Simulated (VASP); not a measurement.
# WS2 in VASP: further runs

WS2 is run at these levels: r2SCAN; tasks: single point.

All numbers are computed with VASP 6.6.1; they aren't measurements. Logs are shortened: lines on timing, memory, paths and dates and some standing lists are left out, and cuts for length are marked.

**1. The cell of the first run**

The cell holds a slab with vacuum, 3 atoms: a = 3.181 Å, b = 3.181 Å, c = 16.103 Å, α = 90.00°, β = 90.00°, γ = 120.00°.

**2. Single point, r2SCAN (strain +0.000 along x and y, -0.050 along z)**

Contents of POSCAR:

```
WS2
1.0
    3.1810954022      0.0000000000      0.0000000000
   -1.5905477011      2.7549094302      0.0000000000
    0.0000000000      0.0000000000     16.1032030033
W S
1 2
Direct
    0.3333333333      0.6666666667      0.0000000000
    0.6666666667      0.3333333333      0.9080224902
    0.6666666667      0.3333333333      0.0919775098
```

Contents of INCAR.step1:

```
SYSTEM = WS2
ALGO = Normal ; EDIFF = 1E-4
ENCUT = 520 ; GGA = PE
ISMEAR = 0 ; LASPH = .True.
LCHARG = .False. ; LREAL = .False.
LWAVE = .True. ; NBANDS = 20
NELM = 100 ; PREC = Accurate
SIGMA = 0.05
```

Contents of INCAR.step2:

```
SYSTEM = WS2
ALGO = Normal ; EDIFF = 1E-6
ENCUT = 520 ; ISIF = 2
ISMEAR = 0 ; ISTART = 1
LASPH = .True. ; LCHARG = .False.
LMIXTAU = .True. ; LREAL = .False.
LWAVE = .False. ; METAGGA = R2SCAN
NBANDS = 20 ; NELM = 100
PREC = Accurate ; SIGMA = 0.05
```

Contents of KPOINTS:

```
k-points
0
Gamma
  12 12 2
  0 0 0
```

Potentials or basis: VASP PAW PBE potentials, release 64 (W_sv, S).

Command:

```bash
cat potpaw_PBE.64/W_sv/POTCAR potpaw_PBE.64/S/POTCAR > POTCAR
cp INCAR.step1 INCAR
mpirun -np 1 vasp_std > vasp.out
cp INCAR.step2 INCAR
mpirun -np 1 vasp_std > vasp.out
```

OUTCAR:

```text
SYSTEM = WS2
   EDIFF = 1E-6
   ENCUT = 520
   ISIF = 2
   ISMEAR = 0
   ISTART = 1
   LASPH = .True.
   LREAL = .False.
   METAGGA = R2SCAN
   NELM = 100
   PREC = Accurate

 ion  position               nearest neighbor table
   1  0.333  0.667  0.000-   2 2.36   3 2.36   2 2.36   3 2.36   2 2.36   3 2.36
   2  0.667  0.333  0.908-   1 2.36   1 2.36   1 2.36
   3  0.667  0.333  0.092-   1 2.36   1 2.36   1 2.36

  LATTYP: Found a hexagonal cell.
 ALAT       =     3.1810954022
 C/A-ratio  =     5.0621565742

  Lattice vectors:

 A1 = (   3.1810954022,   0.0000000000,   0.0000000000)
 A2 = (  -1.5905477011,   2.7549094302,   0.0000000000)
 A3 = (   0.0000000000,   0.0000000000,  16.1032030033)

Analysis of symmetry for initial positions (statically):
=====================================================================
 Subroutine PRICEL returns:
 Original cell was already a primitive cell.

 Routine SETGRP: Setting up the symmetry group for a
 hexagonal supercell.

 Subroutine GETGRP returns: Found 12 space group operations
 (whereof 12 operations were pure point group operations)
 out of a pool of 24 trial point group operations.

The static configuration has the point symmetry D_3h.

Analysis of symmetry for dynamics (positions and initial velocities):
=====================================================================
 Subroutine PRICEL returns:
 Original cell was already a primitive cell.

 Routine SETGRP: Setting up the symmetry group for a
 hexagonal supercell.

 Subroutine GETGRP returns: Found 12 space group operations
 (whereof 12 operations were pure point group operations)
 out of a pool of 24 trial point group operations.

The dynamic configuration has the point symmetry D_3h.

 Subroutine INISYM returns: Found 12 space group operations
 (whereof 12 operations are pure point group operations),
 and found     1 'primitive' translations

----------------------------------------------------------------------------------------

                                     Primitive cell

  volume of cell :     141.1225

  direct lattice vectors                    reciprocal lattice vectors
     3.181095402  0.000000000  0.000000000     0.314357123  0.181494170  0.000000000
    -1.590547701  2.754909430  0.000000000     0.000000000  0.362988340  0.000000000
     0.000000000  0.000000000 16.103203003     0.000000000  0.000000000  0.062099447

  length of vectors
[... 77 lines left out ...]
   ICHARG =      0    charge: 1-file 2-atom 10-const
   ISPIN  =      1    spin polarized calculation?
   LNONCOLLINEAR =      F non collinear calculations
   LSORBIT =      F    spin-orbit coupling
   LASPH  =      T    aspherical Exc in radial PAW
   ENCUT  =  520.0 eV  38.22 Ry    6.18 a.u.   5.91  5.91 29.94*2*pi/ulx,y,z
   NELM   =    100;   NELMIN=  2; NELMDL=  0     # of ELM steps
   EDIFF  = 0.1E-05   stopping-criterion for ELM
   LREAL  =      F    real-space projection
   EDIFFG = 0.1E-04   stopping-criterion for IOM
   NSW    =      0    number of steps for IOM
   IBRION =     -1    ionic relax: 0-MD 1-quasi-New 2-CG
   NFREE  =      0    steps in history (QN), initial steepest desc. (CG)
   ISIF   =      2    stress and relaxation
   ISYM   =      2    0-nonsym 1-usesym 2-fastsym
   POTIM  = 0.5000    time-step for ionic-motion
   TEBEG  =    0.0;   TEEND  =   0.0 temperature during run
   PSTRESS=    0.0 pullay stress
   NELECT =      26.0000    total number of electrons
   NUPDOWN=      -1.0000    fix difference up-down
   EMIN   =  10.00;   EMAX   =-10.00  energy-range for DOS
   EFERMI =   0.00;   METHOD = LEGACY
   ISMEAR =     0;   SIGMA  =   0.05  broadening in eV -4-tet -1-fermi 0-gaus
   EFERMI_NEDOS =   21; number of points for ismear=-14 and -15
   IALGO  =     38    algorithm
   IMIX   =      4    mixing-type and parameters
     AMIX     =   0.40;   BMIX     =  1.00
     AMIX_MAG =   1.60;   BMIX_MAG =  1.00
  volume/ion in A,a.u.               =      47.04       317.45
  Fermi-wavevector in a.u.,A,eV,Ry     =   0.931538  1.760351 11.806630  0.867763
  Thomas-Fermi vector in A             =   2.058042
   LORBIT       =      0    0 simple, 1 ext, 2 COOP (PROOUT), +10 PAW based schemes
   METAGGA = R2SCAN    functional components
   LHFCALC =     F    Hartree Fock is set to
   AEXX    =    0.0000 exact exchange contribution
   IVDW    =     0    specifies the selected vdW correction
   LEPSILON=     F    determine dielectric tensor
   LRPA    =     F    only Hartree local field effects (RPA)
 non-spin polarized calculation
 Gauss-broadening in eV      SIGMA  =   0.05
  energy-cutoff  :      520.00
  volume of cell :      141.12
 maximum number of plane-waves:      3828
 NGX is ok and might be reduce to    24
   NGX = 11   NGY = 11   NGZ = 59

 number of electron      25.9999998 magnetization

 Free energy of the ion-electron system (eV)
  ---------------------------------------------------
  ext. energy  EPLUGINS =         0.00000000
  ---------------------------------------------------
  free energy    TOTEN  =       -69.90161420 eV

  energy without entropy =      -69.90161420  energy(sigma->0) =      -69.90161420

 E-fermi :  -0.6444     XC(G=0):  -4.7674

 val. band max:       -0.8800100311   @ k =   0.0000   0.0000   0.5000
 cond. band min:       0.4074847843   @ k =   0.3333   0.3333   0.0000
 fundamental gap:      1.2874948153
 Fermi energy:        -0.6443749934

 k-point     1 :       0.0000    0.0000    0.0000
  band No.  band energies     occupation
      1     -77.0800      2.00000
      2     -40.7072      2.00000
      3     -40.5764      2.00000
      4     -40.5764      2.00000
      5     -17.0477      2.00000
      6     -14.9363      2.00000
[... 541 lines left out ...]
     19       6.6456      0.00000
     20       6.9773      0.00000

 [... further k-points ...]
[... 5 lines left out ...]
  --------------------------------------------------------------------------------------
  -------------------------------------------------------------------------------------
  Total        2.0822975      2.0822975      5.3800237      0.0000000      0.0000000      0.0000000
  in kB       23.6405225     23.6405225     61.0799233      0.0000000      0.0000000      0.0000000
  external PRESSURE =      36.1203228 kB  Pullay stress =       0.0000000 kB

 VOLUME and BASIS-vectors are now :
 -----------------------------------------------------------------------------
  energy-cutoff  :      520.00
  volume of cell :      141.12
      direct lattice vectors                 reciprocal lattice vectors
     3.181095402  0.000000000  0.000000000     0.314357123  0.181494170  0.000000000
    -1.590547701  2.754909430  0.000000000     0.000000000  0.362988340  0.000000000
     0.000000000  0.000000000 16.103203003     0.000000000  0.000000000  0.062099447

 POSITION                                       TOTAL-FORCE (eV/Angst)
 -----------------------------------------------------------------------------------
     -0.00000      1.83661      0.00000         0.000000     -0.000000      0.000000
      1.59055      0.91830     14.62207        -0.000000      0.000000     -1.824362
      1.59055      0.91830      1.48113         0.000000     -0.000000      1.824362
 -----------------------------------------------------------------------------------
    total drift:                                0.000000     -0.000000     -0.000000

  FREE ENERGIE OF THE ION-ELECTRON SYSTEM (eV)
  ---------------------------------------------------
  free  energy   TOTEN  =       -69.9016141998 eV

  energy  without entropy=      -69.9016141998  energy(sigma->0) =      -69.90161420
```

OSZICAR.step1:

```text
N       E                     dE             d eps       ncg     rms          rms(c)
DAV:   1     0.175370293354E+03    0.17537E+03   -0.14072E+04  1824   0.109E+03
DAV:   2    -0.118749316691E+02   -0.18725E+03   -0.18163E+03  1936   0.259E+02
DAV:   3    -0.245982612642E+02   -0.12723E+02   -0.12632E+02  2040   0.663E+01
DAV:   4    -0.248151322999E+02   -0.21687E+00   -0.21654E+00  1972   0.967E+00
DAV:   5    -0.248201676415E+02   -0.50353E-02   -0.50350E-02  1976   0.150E+00    0.295E+01
DAV:   6    -0.236386571596E+02    0.11815E+01   -0.57734E+00  1748   0.163E+01    0.123E+01
DAV:   7    -0.235318396561E+02    0.10682E+00   -0.10570E+00  1760   0.587E+00    0.510E+00
DAV:   8    -0.234967223151E+02    0.35117E-01   -0.21400E-01  1876   0.309E+00    0.107E+00
DAV:   9    -0.234950565607E+02    0.16658E-02   -0.12195E-02  2064   0.717E-01    0.645E-01
DAV:  10    -0.234939353144E+02    0.11212E-02   -0.72881E-03  1904   0.552E-01    0.689E-02
DAV:  11    -0.234937839957E+02    0.15132E-03   -0.79294E-04  1768   0.186E-01    0.600E-02
DAV:  12    -0.234936994738E+02    0.84522E-04   -0.10957E-04  1428   0.732E-02
   1 F= -.23493699E+02 E0= -.23493699E+02  d E =-.197095E-11
```

Run time: 3.5 min. Hardware: 1 thread of Intel Xeon 6975P-C (Granite Rapids), shared host; peak memory 0.33 GiB.

Results:

```yaml
Free_energy: -69.9016 eV
Largest_force: 1.824 eV/Å
Band_gap_on_the_k_mesh: 1.29 eV (least direct gap 1.72 eV)
```

Forces on the atoms (eV/Å):
```
W    0.000  0.000  0.000
S    0.000  0.000 -1.824
S    0.000  0.000  1.824
```

Levels at points of the mesh, in eV from the valence-band top:
```tsv
k point	band 10	band 11	band 12	band 13	band 14	band 15	band 16	band 17
(0.00, 0.00, 0.00)	-2.48	-2.48	-2.30	0.00	2.78	2.78	3.20	3.20
(0.50, 0.00, 0.00)	-4.34	-2.36	-2.03	-1.30	2.59	3.14	4.30	5.09
(0.00, 0.00, 0.50)	-2.48	-2.48	-2.30	0.00	2.78	2.78	3.20	3.20
(0.50, 0.00, 0.50)	-4.34	-2.36	-2.03	-1.30	2.59	3.14	4.30	5.09
```

Caveat: the cell differs from its parent crystal (strain +0.000 along x and y, -0.050 along z); the PAW data sets were made with another functional, which shifts forces and pressure a little; spin-orbit coupling is left out, which moves the levels of the heavy elements.

**3. Single point, r2SCAN (strain -0.025 along x and y, +0.000 along z)**

Contents of POSCAR:

```
WS2
1.0
    3.1015680172      0.0000000000      0.0000000000
   -1.5507840086      2.6860366944      0.0000000000
    0.0000000000      0.0000000000     16.9507400035
W S
1 2
Direct
    0.3333333333      0.6666666667      0.0000000000
    0.6666666667      0.3333333333      0.9080224902
    0.6666666667      0.3333333333      0.0919775098
```

Contents of INCAR.step1:

```
SYSTEM = WS2
PREC = Accurate
ENCUT = 520
ISMEAR = 0
SIGMA = 0.05
LREAL = .FALSE.
LASPH = .TRUE.
NELM = 80
NBANDS = 20
GGA = PE
ALGO = Normal
EDIFF = 1E-4
LWAVE = .TRUE.
LCHARG = .FALSE.
```

Contents of INCAR.step2:

```
SYSTEM = WS2
PREC = Accurate
ENCUT = 520
EDIFF = 1E-6
ISMEAR = 0
SIGMA = 0.05
LREAL = .FALSE.
LASPH = .TRUE.
NELM = 80
ALGO = Normal
ISIF = 2
LWAVE = .FALSE.
LCHARG = .FALSE.
METAGGA = R2SCAN
LMIXTAU = .TRUE.
NBANDS = 20
ISTART = 1
```

Contents of KPOINTS:

```
regular mesh
0
G
  12 12 2
  0 0 0
```

Potentials or basis: VASP PAW PBE potentials, release 64 (W_sv, S).

Command:

```bash
cat potpaw_PBE.64/W_sv/POTCAR potpaw_PBE.64/S/POTCAR > POTCAR
cp INCAR.step1 INCAR
mpirun -np 1 vasp_std > vasp.out
cp INCAR.step2 INCAR
mpirun -np 1 vasp_std > vasp.out
```

Run time: 3 min. Hardware: 1 thread of Intel Xeon 6975P-C (Granite Rapids), shared host; peak memory 0.33 GiB.

The run converged. Its results:

```yaml
Free_energy: -69.9496 eV
Largest_force: 0.643 eV/Å
Band_gap_on_the_k_mesh: 2.21 eV (least direct gap 2.24 eV)
```

Forces in eV/Å, atoms in the order of the input:
```
W    0.000  0.000  0.000
S    0.000  0.000 -0.643
S    0.000  0.000  0.643
```

Levels at points of the mesh, in eV from the valence-band top:
| k point | band 9 | band 10 | band 11 | band 12 | band 13 | band 14 | band 15 | band 16 | band 17 | band 18 |
| --- | --- | --- | --- | --- | --- | --- | --- | --- | --- | --- |
| (0.00, 0.00, 0.00) | -3.04 | -2.45 | -1.66 | -1.66 | -0.21 | 3.32 | 3.32 | 3.47 | 3.47 | 5.67 |
| (0.50, 0.00, 0.00) | -4.85 | -3.69 | -2.43 | -1.26 | -1.05 | 3.39 | 3.77 | 4.55 | 5.28 | 5.81 |
| (0.00, 0.00, 0.50) | -3.04 | -2.45 | -1.66 | -1.66 | -0.21 | 3.32 | 3.32 | 3.47 | 3.47 | 5.75 |
| (0.50, 0.00, 0.50) | -4.85 | -3.69 | -2.43 | -1.26 | -1.05 | 3.39 | 3.77 | 4.55 | 5.28 | 5.81 |

Caveat: the cell differs from its parent crystal (strain -0.025 along x and y, +0.000 along z); the PAW data sets were made with another functional, which shifts forces and pressure a little; spin-orbit coupling is left out, which moves the levels of the heavy elements.

[end of part 1 of 2]
